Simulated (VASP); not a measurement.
Wanted: the native input for a VASP 6.6.1 run.

| Property | Result |
| --- | --- |
| Task | single point |
| Functional | RPBE |
| Potentials or basis | VASP PAW PBE potentials, release 64 (Zn, S) |
| Cutoff | 520 eV |
| k mesh | 8 × 8 × 3 |
| Occupations | fermi-dirac, width 0.05 eV |
| Spin | no spin polarisation |
| Dipole correction | no |
| Further INCAR settings | ALGO = Normal; EDIFF = 1e-06; NBANDS = 46 |

The structure of ZnS lies in POSCAR:

```
ZnS
1.0
    3.8955385539      0.0000000000      0.0000000000
   -1.9477692770      3.3736353491      0.0000000000
    0.0000000000      0.0000000000     12.7482946203
Zn S
4 4
Direct
    0.6666666667      0.3333333333      0.7501074446
    0.3333333333      0.6666666667      0.2501074446
    0.0000000000      0.0000000000      0.5000970357
    0.0000000000      0.0000000000      0.0000970357
    0.6666666667      0.3333333333      0.9375682043
    0.3333333333      0.6666666667      0.4375682043
    0.0000000000      0.0000000000      0.6872273154
    0.0000000000      0.0000000000      0.1872273154
```

These files were run (other wordings do the same):

INCAR

```
PREC = Accurate
ENCUT = 520
EDIFF = 1E-6
ISMEAR = -1
SIGMA = 0.05
LREAL = False
LASPH = True
NELM = 60
ALGO = Normal
ISIF = 2
LWAVE = False
LCHARG = False
GGA = RP
NBANDS = 46
```

KPOINTS

```
Automatic mesh
0
Gamma
  8 8 3
```

Potentials or basis: VASP PAW PBE potentials, release 64 (Zn, S).

The run is started by

```bash
$ cat potpaw_PBE.64/Zn/POTCAR potpaw_PBE.64/S/POTCAR > POTCAR
$ mpirun -np 1 vasp_std > vasp.out
```

It gave:

| Item | Value |
| --- | --- |
| Pressure | 0.1 GPa |
| Largest force | 0.009 eV/Å |
| Band gap on the k mesh | 2.06 eV |

Caveat: the PAW data sets were made with another functional, which shifts forces and pressure a little.

Run time: 89 s on 1 thread of Intel(R) Xeon(R) 6975P-C (Granite Rapids), on a shared host, peak memory 0.33 GiB.
